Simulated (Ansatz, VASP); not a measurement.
## Nb in VASP and in Ansatz

Contents of INCAR:

```
SYSTEM = Nb
ALGO = Normal
EDIFF = 1E-7
EDIFFG = -0.04
ENCUT = 500
GGA = PS
GGA_COMPAT = .FALSE.
IBRION = 2
ISIF = 3
ISMEAR = 0
LASPH = .TRUE.
LCHARG = .FALSE.
LREAL = .FALSE.
LWAVE = .FALSE.
NELM = 120
NELMIN = 4
NSW = 90
PREC = Accurate
SIGMA = 0.1
```

File KPOINTS:

```
k-points
0
G
  6 6 6
  0 0 0
```

POSCAR

```
Nb
1.0
    2.6738804170      0.0000000000      0.0000000000
    0.0000000000      2.6738804170      0.0000000000
    0.0000000000      0.0000000000      2.6738804170
Nb
1
Direct
    0.0000000000      0.0000000000      0.0000000000
```

Input for Ansatz:

```yaml
crystal:
  lattice:
    - [2.673880417, 0.0, 0.0]
    - [0.0, 2.673880417, 0.0]
    - [0.0, 0.0, 2.673880417]
  atoms:
    - { symbol: Nb, position: [0.0, 0.0, 0.0] }
basis:
  ecutwfc: 420
kpoints:
  mp_grid: { grid: [6, 6, 6] }
hamiltonian:
  xc: pbesol
scf:
  occupations: { method: gaussian, width: 0.1 }
  lower_state_search: "off"
output:
  forces: true
  stress: true
  eigenvalues: true
relax:
  adjacent_minimum: "off"
  f_tol: 0.04
  max_steps: 70
  cell: { stress_tol: 0.4 }
```

Alike in both runs: task relaxation of cell and atoms; functional PBEsol; k mesh 6 × 6 × 6; occupations gaussian, width 0.1 eV; no spin polarisation.

```csv
,VASP,Ansatz
version,VASP 6.6.1,Ansatz 0.2.0
potentials or method,"VASP PAW PBE potentials, release 64 (Nb_sv), cutoff 500 eV","scalar-relativistic, plane waves, PAW"
valence electrons in the cell,13,13
```

|  | VASP | Ansatz | Ansatz less VASP |
| --- | --- | --- | --- |
| gap on the k mesh at the Fermi level, each at its own relaxed structure (eV) | none | none | - |
| relaxed volume (Å³/atom) | 19.78 | 19.86 | +0.081 |
| relaxed cell length with the largest relative difference (Å) | 2.704 | 2.708 | +0.0037 |

VASP's potentials were made for PBE, not for PBEsol. A gap of «none» marks a metal or a gap that the smearing closes.

The k mesh is coarse, so the values compare programs but aren't converged.
